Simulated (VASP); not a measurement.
Write the native input for VASP 6.6.1 that does the following.

```yaml
Task: single point
Functional: PBEsol
Potentials_or_basis: VASP PAW PBE potentials, release 64 (I, Mg)
Cutoff: 520 eV
k_mesh: 8 × 8 × 4
Occupations: fermi-dirac, width 0.05 eV
Spin: no spin polarisation
Dipole_correction: no
Further_INCAR_settings: ALGO = Normal; EDIFF = 1e-06; NBANDS = 15
```

The structure of MgI2 lies in POSCAR:

```
MgI2
1.0
    4.1400000000      0.0000000000      0.0000000000
   -2.0700000000      3.5853451717      0.0000000000
    0.0000000000      0.0000000000      6.8800000000
I Mg
2 1
Direct
    0.6666666667      0.3333333333      0.7500000000
    0.3333333333      0.6666666667      0.2500000000
    0.0000000000      0.0000000000      0.0000000000
```

These files were run (other wordings do the same):

INCAR

```
SYSTEM = MgI2
  ALGO = Normal
  EDIFF = 1E-6
  ENCUT = 520
  GGA = PS
  ISIF = 2
  ISMEAR = -1
  LASPH = .True.
  LCHARG = .True.
  LELF = .True.
  LREAL = .False.
  LVHAR = .True.
  LWAVE = .False.
  NBANDS = 15
  NELM = 80
  PREC = Accurate
  SIGMA = 0.05
```

KPOINTS

```
k-points
0
Gamma
  8 8 4
  0 0 0
```

Potentials or basis: VASP PAW PBE potentials, release 64 (I, Mg).

The run is started by

```console
$ cat potpaw_PBE.64/I/POTCAR potpaw_PBE.64/Mg/POTCAR > POTCAR
$ mpirun -np 1 vasp_std > vasp.out
```

Results of the run:

| Quantity | Value |
| --- | --- |
| Pressure | -0.8 GPa |
| Largest force | 0.300 eV/Å |
| Band gap on the k mesh | 3.42 eV (least direct gap 3.51 eV) |

Caveat: the PAW data sets were made with another functional, which shifts forces and pressure a little; spin-orbit coupling is left out, which moves the levels of the heavy elements; this functional lacks dispersion, which binds layers or chains, so the pressure and a relaxed spacing across them are unreliable.

It took 33 s on 1 thread of AMD EPYC 7R13 Processor (Zen 3), on a shared host, peak memory 0.21 GiB.
